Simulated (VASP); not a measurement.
## HF: single point with PBE+D3(BJ)

The system is HF.

```
F H
1.0
     6.47922    0.00000    0.00000
     0.00000    6.47922    0.00000
     0.00000    0.00000    6.47922
F H
10 10
Direct
  0.37923 0.68354 0.74256
  0.71410 0.42457 0.69447
  0.83113 0.66502 0.95941
  0.39289 0.09104 0.45913
  0.40792 0.34739 0.15477
  0.46524 0.76222 0.17480
  0.08975 0.19496 0.93257
  0.66868 0.86711 0.54841
  0.75796 0.12256 0.14063
  0.97928 0.01941 0.64568
  0.49120 0.60203 0.68497
  0.76221 0.48739 0.81092
  0.73030 0.68443 0.07737
  0.37440 0.17471 0.33462
  0.30930 0.29306 0.05020
  0.37594 0.71703 0.06335
  0.05329 0.11276 0.79875
  0.56422 0.96291 0.48534
  0.89401 0.15506 0.10098
  0.83925 0.94741 0.61819
```

```yaml
Program: VASP 6.6.1
Task: single point
Functional: PBE
Dispersion: D3(BJ)
Potentials_or_basis: VASP PAW PBE potentials, release 64 (F_h, H_h)
Cutoff: 1010 eV
k_mesh: 1 × 1 × 1
Occupations: fermi-dirac, width 0.02 eV
Spin: no spin polarisation
```

```yaml
Pressure: -0.7 GPa
Largest_force: 2.766 eV/Å
Dispersion_energy_per_atom: -0.024 eV
```

Forces on the atoms (eV/Å):
```
F    0.442 -0.804 -0.082
F   -1.232 -1.187 -2.173
F   -1.371  0.336  2.266
F   -0.397  0.463 -0.500
F   -1.489 -0.920 -0.981
F   -0.529 -0.400 -1.079
F    0.599  0.178  0.314
F    0.021 -0.087 -0.352
F   -0.199 -0.147  0.331
F    0.015 -0.476 -0.618
H   -0.659  0.462  0.476
H    0.975  1.126  1.857
H    1.214 -0.028 -1.813
H    0.595 -0.044  0.393
H    0.702  0.458  0.740
H    0.896  0.379  0.723
H   -0.270  0.235  0.527
H    0.134 -0.064  0.321
H    0.236  0.018 -0.376
H    0.317  0.502  0.026
```

Stress tensor (GPa, compression positive):
```
-1.33  0.52  0.42
 0.52  0.23  0.32
 0.42  0.32 -0.94
```

Levels at points of the mesh, in eV from the Fermi level:
```csv
k point,band 37,band 38,band 39,band 40,band 41,band 42,band 43,band 44
"(0.00, 0.00, 0.00)",-1.02,-0.85,-0.65,-0.59,6.05,8.89,9.40,9.70
```

Run time: 56 s on 1 thread of AMD EPYC 9R45 96-Core Processor (Zen 5), on a shared host, peak memory 0.61 GiB.

Caveat: the k points lie up to 0.97 Å⁻¹ apart, too coarse for converged energies, forces and pressures; the atoms stand as in a frame of molecular dynamics.
